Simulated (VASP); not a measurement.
Write the native input for VASP 6.6.1 that does the following.

```yaml
Task: relaxation of volume and atoms at fixed shape
Functional: LDA
Potentials_or_basis: VASP PAW LDA potentials, release 64 (Pt)
Cutoff: 600 eV
k_mesh: 9 × 9 × 9
Occupations: methfessel-paxton, width 0.05 eV
Spin: no spin polarisation
Dipole_correction: no
Further_INCAR_settings: ALGO = Normal; EDIFF = 1e-07; IBRION = 2; EDIFFG = -0.03; NSW = 80; ISIF = 8
```

The structure of Pt lies in POSCAR:

```
Pt
1.0
    0.0000000000      1.9609000000      1.9609000000
    1.9609000000      0.0000000000      1.9609000000
    1.9609000000      1.9609000000      0.0000000000
Pt
1
Direct
    0.0000000000      0.0000000000      0.0000000000
```

The input as run:

INCAR

```
SYSTEM = Pt
PREC = Accurate
ENCUT = 600
EDIFF = 1E-7
ISMEAR = 1
SIGMA = 0.05
LREAL = .FALSE.
LASPH = .TRUE.
NELM = 100
ALGO = Normal
ISIF = 8
LWAVE = .FALSE.
LCHARG = .FALSE.
GGA = CA
IBRION = 2
NSW = 80
EDIFFG = -0.03
```

KPOINTS

```
Automatic mesh
0
G
  9 9 9
  0 0 0
```

Potentials or basis: VASP PAW LDA potentials, release 64 (Pt).

Launch:

```console
$ cat potpaw_LDA.64/Pt/POTCAR > POTCAR
$ mpirun -np 1 vasp_std > vasp.out
```

It gave:

```
Relaxed volume                        : 14.78 Å³/atom
Relaxed cell                          : a = 2.755 Å, b = 2.755 Å, c = 2.755 Å, α = 60.00°, β = 60.00°, γ = 60.00°
Space group after relaxing (to 0.1 Å) : Fm-3m (No. 225)
Energy gained by relaxing             : 5.8 meV/atom
Ionic steps                           : 3
Pressure after relaxing               : -0.2 GPa
Band gap on the k mesh                : zero (bands 5 and 6 overlap by 2.14 eV)
```

Caveat: spin-orbit coupling is left out, which moves the levels of the heavy elements.

Wall time 14 s on 1 thread of Intel Xeon 8259CL (shared host), peak memory 0.15 GiB.
